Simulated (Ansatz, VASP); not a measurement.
One calculation of Ti2Ge6Mo, two programs

```
CELL_PARAMETERS angstrom
4.74345 0.00000 0.00000
2.37172 4.24238 0.00000
2.37172 0.00000 7.14226
ATOMIC_POSITIONS crystal
Ti 0.33031 0.00000 0.33938
Ti 0.66969 0.00000 0.66062
Ge 0.99811 0.67541 0.32837
Ge 0.66212 0.67575 0.00000
Ge 0.32648 0.67541 0.67163
Ge 0.67352 0.32459 0.32837
Ge 0.33787 0.32425 0.00000
Ge 0.00189 0.32459 0.67163
Mo 0.00000 0.00000 0.00000
```

Alike in both runs: task single point; functional PBE; k mesh 6 × 6 × 6; occupations gaussian, width 0.2 eV; no spin polarisation.

|  | VASP | Ansatz |
| --- | --- | --- |
| version | VASP 6.6.1 | Ansatz 0.2.0 |
| potentials or method | VASP PAW PBE potentials, release 64 (Ti_sv, Ge_d, Mo_sv), cutoff 520 eV | scalar-relativistic, plane waves, PAW |
| valence electrons in the cell | 122 | 122 |

```tsv
	VASP	Ansatz	Ansatz less VASP
gap on the k mesh at the Fermi level (eV)	none	none	-
pressure (GPa)	0.2	0.1	-0.19
traceless stress, the component that is largest in VASP (GPa)	-0.30	-0.30	-0.001
rms of the force components (eV/Å)	0.015	0.016	+0.0014
```

Atom by atom the forces differ by 0.003 eV/Å (rms over components). A gap of «none» marks a metal or a gap that the smearing closes. With one functional, cell and mesh, what is left measures potentials, basis and numerics.
